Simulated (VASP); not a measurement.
A run of VASP 6.6.1:

File INCAR:

```
PREC = Accurate ; ENCUT = 500
EDIFF = 1E-6 ; ISMEAR = -1
SIGMA = 0.08 ; LREAL = False
LASPH = True ; NELM = 120
ALGO = Normal ; ISIF = 2
LWAVE = False ; LCHARG = False
GGA = PS ; NBANDS = 12
GGA_COMPAT = False
```

The input KPOINTS:

```
regular mesh
0
Gamma
  22 22 22
```

POSCAR

```
Zn
1.0
    0.0000000000      1.5223536852      1.5223536852
    1.5223536852      0.0000000000      1.5223536852
    1.5223536852      1.5223536852      0.0000000000
Zn
1
Direct
    0.0000000000      0.0000000000      0.0000000000
```

Potentials or basis: VASP PAW PBE potentials, release 64 (Zn).

Run with:

```sh
$ cat potpaw_PBE.64/Zn/POTCAR > POTCAR
$ mpirun -np 1 vasp_std > vasp.out
```

Hardware: 1 thread of AMD EPYC 7R43 64-Core Processor (Zen 3), with other jobs on the host.

Question: Estimate the wall time of this run.

Answer: It took 19 s on 1 thread of AMD EPYC 7R43 64-Core Processor (Zen 3), with other jobs on the host, peak memory 0.09 GiB. Counts: scf iterations 11, k points 328.
